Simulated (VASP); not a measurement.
The system is In.

```
CELL_PARAMETERS angstrom
3.80069 0.00000 0.00000
-1.90034 3.29149 0.00000
0.00000 0.00000 7.34991
ATOMIC_POSITIONS crystal
In 0.66667 0.33333 0.70152
In 0.66667 0.33333 0.29848
In 0.00000 0.00000 0.00000
```

The cell was generated, and may not be a known phase.

```yaml
Program: VASP 6.6.1
Task: relaxation of cell and atoms
Functional: PBE
Potentials_or_basis: VASP PAW PBE potentials, release 64 (In_d)
Cutoff: 600 eV
k_mesh: 12 × 12 × 6
Occupations: gaussian, width 0.1 eV
Spin: no spin polarisation
```

At the start: pressure -0.0 GPa; volume 30.65 Å³/atom.

**Question.** Where does the relaxation end?

**Answer.** Over 34 steps the energy falls by 87.6 meV/atom and the volume is 28.05 Å³/atom (-8.5 %); space group P-6m2 (No. 187, to 0.1 Å) before and after.

Step by step:
| step | energy change (eV) | largest force (eV/Å) | pressure (GPa) | volume (Å³) |
| --- | --- | --- | --- | --- |
| 1 | 0.0000 | 0.0714 | -0.02 | 91.95 |
| 2 | -0.0060 | 0.0915 | -0.04 | 91.89 |
| 3 | -0.0346 | 0.1768 | -0.18 | 91.69 |
| 4 | -0.1155 | 0.2298 | -0.67 | 91.10 |
| 5 | -0.2175 | 0.1765 | -1.15 | 89.26 |
| 6 | -0.1069 | 0.1368 | 1.79 | 83.20 |
| 7 | -0.2342 | 0.1620 | -1.07 | 88.49 |
| 8 | -0.2404 | 0.1676 | -0.90 | 87.61 |
| 9 | -0.2473 | 0.1611 | -0.16 | 85.25 |
| 10 | -0.2473 | 0.1639 | -0.46 | 85.40 |
| 11 | -0.2473 | 0.1553 | -0.13 | 85.32 |
| 12 | -0.2496 | 0.1521 | -0.22 | 85.21 |
| 13 | -0.2561 | 0.1224 | -0.05 | 84.88 |
| 14 | -0.2617 | 0.0432 | 0.11 | 84.19 |
| 15 | -0.2617 | 0.0516 | 0.10 | 84.21 |
| 16 | -0.2621 | 0.0339 | -0.03 | 84.48 |
| 17 | -0.2622 | 0.0225 | 0.11 | 84.69 |
| 18 | -0.2619 | 0.0038 | -0.15 | 85.09 |
| 19 | -0.2621 | 0.0159 | -0.11 | 84.97 |
| 20 | -0.2625 | 0.0014 | -0.34 | 84.75 |
| 21 | -0.2623 | 0.0353 | 0.03 | 84.06 |
| 22 | -0.2626 | 0.0187 | 0.01 | 84.31 |
| 23 | -0.2627 | 0.0089 | -0.22 | 84.48 |
| 24 | -0.2627 | 0.0236 | -0.03 | 84.37 |
| 25 | -0.2627 | 0.0111 | -0.11 | 84.42 |
| 26 | -0.2627 | 0.0188 | -0.04 | 84.40 |
| 27 | -0.2627 | 0.0131 | -0.03 | 84.41 |
| 28 | -0.2627 | 0.0085 | -0.07 | 84.27 |
| 29 | -0.2625 | 0.0109 | 0.09 | 83.84 |
| 30 | -0.2627 | 0.0018 | 0.08 | 84.08 |
| 31 | -0.2627 | 0.0077 | -0.05 | 84.17 |
| 32 | -0.2627 | 0.0014 | 0.08 | 84.14 |
| 33 | -0.2627 | 0.0056 | 0.06 | 84.16 |
| 34 | -0.2627 | 0.0041 | 0.04 | 84.16 |

Final structure:
```
In
1.0
     3.36386    0.00000    0.00000
    -1.68193    2.91319    0.00000
     0.00000    0.00000    8.58851
In
3
Direct
  0.66667 0.33333 0.68034
  0.66667 0.33333 0.31966
  0.00000 0.00000 0.00000
```

Caveat: a cell axis changed by over 15 % at a fixed basis, so the end point is rough.
